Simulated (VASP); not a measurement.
Set up this calculation in VASP 6.6.1, as the native input.

```
Task                   : single point
Functional             : LDA
Potentials or basis    : VASP PAW LDA potentials, release 64 (Cd, Te)
Cutoff                 : 520 eV
k mesh                 : 10 × 10 × 10
Occupations            : gaussian, width 0.05 eV
Spin                   : no spin polarisation
Dipole correction      : no
Further INCAR settings : ALGO = Normal; EDIFF = 1e-06; NBANDS = 16
```

The structure of CdTe lies in POSCAR:

```
CdTe
1.0
    0.0000000000      3.3090893088      3.3090893088
    3.3090893088      0.0000000000      3.3090893088
    3.3090893088      3.3090893088      0.0000000000
Cd Te
1 1
Direct
    0.0000000000      0.0000000000      0.0000000000
    0.2500000000      0.2500000000      0.2500000000
```

One way to write it, as run:

INCAR

```
PREC     = Accurate       # precision mode
ENCUT    = 520            # plane-wave cutoff, eV
EDIFF    = 1E-6           # SCF threshold, eV
ISMEAR   = 0              # smearing method
SIGMA    = 0.05           # smearing width, eV
LREAL    = False          # projectors in reciprocal space
LASPH    = True           # aspherical terms in the spheres
NELM     = 80             # most SCF steps
ALGO     = Normal         # electronic algorithm
ISIF     = 2              # what is computed and relaxed
LWAVE    = False          # write WAVECAR
LCHARG   = False          # write CHGCAR
NBANDS   = 16             # bands
```

KPOINTS

```
regular mesh
0
Gamma
  10 10 10
```

Potentials or basis: VASP PAW LDA potentials, release 64 (Cd, Te).

Run with:

```console
$ cat potpaw_LDA.64/Cd/POTCAR potpaw_LDA.64/Te/POTCAR > POTCAR
$ mpirun -np 1 vasp_std > vasp.out
```

Results of the run:

```
Pressure               : -3.4 GPa
Band gap on the k mesh : 0.37 eV
```

Caveat: the cell stands under tension; spin-orbit coupling is left out, which moves the levels of the heavy elements.

It took 57 s on 1 thread of Intel Xeon 8259CL (shared host), peak memory 0.21 GiB.
